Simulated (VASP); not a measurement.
# BaIrO3 (Pm-3m) in VASP: single point with LDA+U

Aim: the single point of BaIrO3 with LDA+U.

Program: VASP 6.6.1. These are calculated values, not measurements. Logs are shortened: lines on timing, memory, paths and dates and some standing lists are left out, and cuts for length are marked.

## 1. The cell of the first run

It takes space group Pm-3m (No. 221, cubic). Conventional cell: a = 4.101 Å, b = 4.101 Å, c = 4.101 Å, α = 90.00°, β = 90.00°, γ = 90.00°. Within 3.8 Å of Ba (site symmetry m-3m) lie 12 O at 2.90 Å and 8 Ir at 3.55 Å. Ir (site symmetry m-3m) has 6 O at 2.05 Å within 2.7 Å. Within 2.7 Å of O (site symmetry 4/mmm) lie 2 Ir at 2.05 Å.

## 2. Single point, LDA+U, collinear spin, ferromagnetic start

Contents of INCAR:

```
  ALGO = Normal
  EDIFF = 1E-6
  ENCUT = 520
  GGA = CA
  ISIF = 2
  ISMEAR = 0
  ISPIN = 2
  LASPH = T
  LCHARG = T
  LDAU = T
  LDAUJ = 0 0.7 0
  LDAUL = -1 2 -1
  LDAUPRINT = 1
  LDAUTYPE = 1
  LDAUU = 0 4 0
  LELF = T
  LMAXMIX = 4
  LORBIT = 11
  LREAL = F
  LVHAR = T
  LWAVE = F
  MAGMOM = 0 5 0 0 0
  NBANDS = 30
  NELM = 150
  PREC = Accurate
  SIGMA = 0.05
```

Contents of KPOINTS:

```
k-points
0
Gamma
  5 5 5
```

Contents of POSCAR:

```
BaIrO3
1.0
    4.1009020400      0.0000000000      0.0000000000
    0.0000000000      4.1009020400      0.0000000000
    0.0000000000      0.0000000000      4.1009020400
Ba Ir O
1 1 3
Direct
    0.0000000000      0.0000000000      0.0000000000
    0.5000000000      0.5000000000      0.5000000000
    0.0000000000      0.5000000000      0.5000000000
    0.5000000000      0.5000000000      0.0000000000
    0.5000000000      0.0000000000      0.5000000000
```

Potentials or basis: VASP PAW LDA potentials, release 64 (Ba_sv, Ir, O).

On the command line:

```bash
> cat potpaw_LDA.64/Ba_sv/POTCAR potpaw_LDA.64/Ir/POTCAR potpaw_LDA.64/O/POTCAR > POTCAR
> mpirun -np 1 vasp_std > vasp.out
```

OUTCAR:

```text
EDIFF = 1E-6
   ENCUT = 520
   GGA = CA
   ISIF = 2
   ISMEAR = 0
   ISPIN = 2
   LASPH = T
   LORBIT = 11
   LREAL = F
   NELM = 150
   PREC = Accurate

 ion  position               nearest neighbor table
   1  0.000  0.000  0.000-   3 2.90   4 2.90   5 2.90   3 2.90   5 2.90   3 2.90   4 2.90   3 2.90
                             4 2.90   5 2.90   5 2.90   4 2.90   2 3.55   2 3.55   2 3.55   2 3.55
   2  0.500  0.500  0.500-   3 2.05   4 2.05   5 2.05   4 2.05   5 2.05   3 2.05   1 3.55   1 3.55
                             1 3.55   1 3.55   1 3.55   1 3.55   1 3.55   1 3.55
   3  0.000  0.500  0.500-   2 2.05   2 2.05   1 2.90   1 2.90   1 2.90   1 2.90
   4  0.500  0.500  0.000-   2 2.05   2 2.05   1 2.90   1 2.90   1 2.90   1 2.90
   5  0.500  0.000  0.500-   2 2.05   2 2.05   1 2.90   1 2.90   1 2.90   1 2.90

  LATTYP: Found a simple cubic cell.
 ALAT       =     4.1009020400

  Lattice vectors:

 A1 = (   4.1009020400,   0.0000000000,   0.0000000000)
 A2 = (   0.0000000000,   4.1009020400,   0.0000000000)
 A3 = (   0.0000000000,   0.0000000000,   4.1009020400)

Analysis of symmetry for initial positions (statically):
=====================================================================
 Subroutine PRICEL returns:
 Original cell was already a primitive cell.

 Routine SETGRP: Setting up the symmetry group for a
 simple cubic supercell.

 Subroutine GETGRP returns: Found 48 space group operations
 (whereof 48 operations were pure point group operations)
 out of a pool of 48 trial point group operations.

The static configuration has the point symmetry O_h .

Analysis of symmetry for dynamics (positions and initial velocities):
=====================================================================
 Subroutine PRICEL returns:
 Original cell was already a primitive cell.

 Routine SETGRP: Setting up the symmetry group for a
 simple cubic supercell.

 Subroutine GETGRP returns: Found 48 space group operations
 (whereof 48 operations were pure point group operations)
 out of a pool of 48 trial point group operations.

The dynamic configuration has the point symmetry O_h .

Analysis of structural, dynamic, and magnetic symmetry:
=====================================================================
 Subroutine PRICEL returns:
 Original cell was already a primitive cell.

 Routine SETGRP: Setting up the symmetry group for a
 simple cubic supercell.

 Subroutine GETGRP returns: Found 48 space group operations
 (whereof 48 operations were pure point group operations)
 out of a pool of 48 trial point group operations.

The overall configuration has the point symmetry O_h .

 Subroutine INISYM returns: Found 48 space group operations
 (whereof 48 operations are pure point group operations),
 and found     1 'primitive' translations

----------------------------------------------------------------------------------------

                                     Primitive cell

  volume of cell :      68.9665

  direct lattice vectors                    reciprocal lattice vectors
     4.100902040  0.000000000  0.000000000     0.243848790  0.000000000  0.000000000
     0.000000000  4.100902040  0.000000000     0.000000000  0.243848790  0.000000000
     0.000000000  0.000000000  4.100902040     0.000000000  0.000000000  0.243848790

  length of vectors
     4.100902040  4.100902040  4.100902040     0.243848790  0.243848790  0.243848790

  position of ions in fractional coordinates (direct lattice)
     0.000000000  0.000000000  0.000000000
     0.500000000  0.500000000  0.500000000
     0.000000000  0.500000000  0.500000000
     0.500000000  0.500000000  0.000000000
     0.500000000  0.000000000  0.500000000

  ion indices of the primitive-cell ions
   primitive index   ion index
                 1           1
[... 82 lines left out ...]
  volume/ion in A,a.u.               =      13.79        93.08
  Fermi-wavevector in a.u.,A,eV,Ry     =   1.330238  2.513785 24.075959  1.769533
  Thomas-Fermi vector in A             =   2.459340
   LORBIT       =     11    0 simple, 1 ext, 2 COOP (PROOUT), +10 PAW based schemes
 LDA+U is selected, type is set to LDAUTYPE =  1
   angular momentum for each species LDAUL =    -1    2   -1
   U (eV)           for each species LDAUU =   0.0  4.0  0.0
   J (eV)           for each species LDAUJ =   0.0  0.7  0.0
   GGA     = CA    functional components
   LHFCALC =     F    Hartree Fock is set to
   AEXX    =    0.0000 exact exchange contribution
   IVDW    =     0    specifies the selected vdW correction
   LEPSILON=     F    determine dielectric tensor
   LRPA    =     F    only Hartree local field effects (RPA)
 spin polarized calculation
 Gauss-broadening in eV      SIGMA  =   0.05
  energy-cutoff  :      520.00
  volume of cell :       68.97
 maximum number of plane-waves:      1875
   NGX = 15   NGY = 15   NGZ = 15

atom =   2  type =  2  l = 2

 onsite density matrix

spin component  1

  0.9779 -0.0000 -0.0000 -0.0000  0.0000
 -0.0000  0.9779  0.0000  0.0000  0.0000
 -0.0000  0.0000  0.4776  0.0000  0.0000
 -0.0000  0.0000  0.0000  0.9779 -0.0000
  0.0000  0.0000  0.0000 -0.0000  0.4776

spin component  2

  0.7658 -0.0000  0.0000  0.0000  0.0000
 -0.0000  0.7658 -0.0000 -0.0000 -0.0000
  0.0000 -0.0000  0.4125 -0.0000 -0.0000
  0.0000 -0.0000 -0.0000  0.7658  0.0000
  0.0000 -0.0000 -0.0000  0.0000  0.4125

 occupancies and eigenvectors

  o =  0.4125  v =  0.0000  0.0000  0.0000  0.0000  0.0000  0.0000 -0.0000  0.0026 -0.0000  1.0000      0.0000  0.0000  0.0000  0.0000  0.0000  0.0000  0.0000  0.0000  0.0000  0.0000
  o =  0.4125  v =  0.0000  0.0000  0.0000  0.0000  0.0000  0.0000 -0.0000 -1.0000  0.0000  0.0026      0.0000  0.0000  0.0000  0.0000  0.0000  0.0000  0.0000  0.0000  0.0000  0.0000
  o =  0.4776  v =  0.0000  0.0000  0.0031 -0.0000 -1.0000  0.0000  0.0000  0.0000  0.0000  0.0000      0.0000  0.0000  0.0000  0.0000  0.0000  0.0000  0.0000  0.0000  0.0000  0.0000
  o =  0.4776  v =  0.0000 -0.0000  1.0000 -0.0000  0.0031  0.0000  0.0000  0.0000  0.0000  0.0000      0.0000  0.0000  0.0000  0.0000  0.0000  0.0000  0.0000  0.0000  0.0000  0.0000
  o =  0.7658  v =  0.0000  0.0000  0.0000  0.0000  0.0000  0.0000 -0.9966  0.0000 -0.0828 -0.0000      0.0000  0.0000  0.0000  0.0000  0.0000  0.0000  0.0000  0.0000  0.0000  0.0000
  o =  0.7658  v =  0.0000  0.0000  0.0000  0.0000  0.0000  0.0000 -0.0828 -0.0000  0.9966  0.0000      0.0000  0.0000  0.0000  0.0000  0.0000  0.0000  0.0000  0.0000  0.0000  0.0000
  o =  0.7658  v =  0.0000  0.0000  0.0000  0.0000  0.0000  1.0000  0.0000  0.0000  0.0000  0.0000      0.0000  0.0000  0.0000  0.0000  0.0000  0.0000  0.0000  0.0000  0.0000  0.0000
  o =  0.9779  v =  0.0000  0.0339 -0.0000 -0.9994  0.0000  0.0000  0.0000  0.0000  0.0000  0.0000      0.0000  0.0000  0.0000  0.0000  0.0000  0.0000  0.0000  0.0000  0.0000  0.0000
  o =  0.9779  v =  0.0000  0.9994  0.0000  0.0339  0.0000  0.0000  0.0000  0.0000  0.0000  0.0000      0.0000  0.0000  0.0000  0.0000  0.0000  0.0000  0.0000  0.0000  0.0000  0.0000
  o =  0.9779  v =  1.0000  0.0000  0.0000  0.0000  0.0000  0.0000  0.0000  0.0000  0.0000  0.0000      0.0000  0.0000  0.0000  0.0000  0.0000  0.0000  0.0000  0.0000  0.0000  0.0000

 number of electron      36.9999984 magnetization       1.2256033

 Free energy of the ion-electron system (eV)
  ---------------------------------------------------
  ext. energy  EPLUGINS =         0.00000000
  ---------------------------------------------------
  free energy    TOTEN  =       -34.52292999 eV

  energy without entropy =      -34.51967951  energy(sigma->0) =      -34.52130475

 E-fermi :   4.0165     XC(G=0): -11.6499

 val. band max:        3.9571001512   @ k =   0.4000   0.2000   0.0000
 cond. band min:       4.0190672596   @ k =   0.4000   0.0000   0.0000
 fundamental gap:      0.0619671085
 Fermi energy:         4.0164601039

 spin component 1

 k-point     1 :       0.0000    0.0000    0.0000
  band No.  band energies     occupation
      1     -21.9259      1.00000
      2     -14.3873      1.00000
      3     -13.6184      1.00000
      4     -13.6184      1.00000
      5      -7.1296      1.00000
      6      -7.1296      1.00000
[... 319 lines left out ...]
     29      16.5600      0.00000
     30      17.2631      0.00000
 Fermi energy:         4.0164601039

 spin component 2

 k-point     1 :       0.0000    0.0000    0.0000
  band No.  band energies     occupation
      1     -21.9123      1.00000
      2     -14.1755      1.00000
      3     -13.3726      1.00000
      4     -13.3726      1.00000
      5      -7.1096      1.00000
      6      -7.1096      1.00000
[... 319 lines left out ...]
     29      16.6759      0.00000
     30      17.3727      0.00000

------------------------ aborting loop because EDIFF is reached ----------------------------------------

  FORCE on cell =-STRESS in cart. coord.  units (eV):
  Direction    XX          YY          ZZ          XY          YZ          ZX
  --------------------------------------------------------------------------------------
  -------------------------------------------------------------------------------------
  Total       -6.1587184     -6.1587184     -6.1587184      0.0000000      0.0000000     -0.0000000
  in kB     -143.0746666   -143.0746666   -143.0746666      0.0000000      0.0000000     -0.0000000
  external PRESSURE =    -143.0746666 kB  Pullay stress =       0.0000000 kB

 VOLUME and BASIS-vectors are now :
 -----------------------------------------------------------------------------
  energy-cutoff  :      520.00
  volume of cell :       68.97
      direct lattice vectors                 reciprocal lattice vectors
     4.100902040  0.000000000  0.000000000     0.243848790  0.000000000  0.000000000
     0.000000000  4.100902040  0.000000000     0.000000000  0.243848790  0.000000000
     0.000000000  0.000000000  4.100902040     0.000000000  0.000000000  0.243848790

 POSITION                                       TOTAL-FORCE (eV/Angst)
 -----------------------------------------------------------------------------------
      0.00000      0.00000      0.00000         0.000000      0.000000      0.000000
      2.05045      2.05045      2.05045         0.000000      0.000000      0.000000
      0.00000      2.05045      2.05045         0.000000      0.000000      0.000000
      2.05045      2.05045      0.00000         0.000000      0.000000      0.000000
      2.05045      0.00000      2.05045         0.000000      0.000000      0.000000
 -----------------------------------------------------------------------------------
    total drift:                                0.000000      0.000000     -0.000000

  FREE ENERGIE OF THE ION-ELECTRON SYSTEM (eV)
  ---------------------------------------------------
  free  energy   TOTEN  =       -34.5229299905 eV

  energy  without entropy=      -34.5196795101  energy(sigma->0) =      -34.52130475

 total charge

# of ion       s       p       d       tot
------------------------------------------
    1        1.998   5.615   0.287   7.900
    2        0.530   0.690   6.947   8.167
    3        1.535   3.406   0.000   4.941
    4        1.535   3.406   0.000   4.941
    5        1.535   3.406   0.000   4.941
--------------------------------------------------
tot          7.132  16.524   7.235  30.891

 magnetization (x)

# of ion       s       p       d       tot
------------------------------------------
    1        0.001   0.011   0.004   0.016
    2        0.000  -0.002   0.761   0.759
    3        0.004   0.129   0.000   0.134
    4        0.004   0.129   0.000   0.134
    5        0.004   0.129   0.000   0.134
--------------------------------------------------
tot          0.014   0.397   0.765   1.176
```

Run time: 89 s. Hardware: 1 thread of Intel Xeon Platinum 8375C at 2.90GHz (Ice Lake), shared host; peak memory 0.18 GiB.

What came out:

```
Free energy                                           : -34.5229 eV
Pressure                                              : -14.3 GPa
Net moment                                            : 1.23 μB per cell
Site moments                                          : Ba +0.02; Ir +0.76; O +0.13 μB
Valence electrons inside the program's atomic spheres : Ba 7.90; Ir 8.17; O 4.94
```

Eigenvalues of the final occupation matrices:
| site | spin | trace | eigenvalues |
| --- | --- | --- | --- |
| site 2 d | 1 | 3.89 | 0.48 0.48 0.98 0.98 0.98 |
| site 2 d | 2 | 3.12 | 0.41 0.41 0.77 0.77 0.77 |

Caveat: spin-orbit coupling is left out, which moves the levels of the heavy elements; the moment fell far below its start of 5 μB, so a state of higher moment may lie lower in energy. The state reached can hang on the start; a lower one may exist.
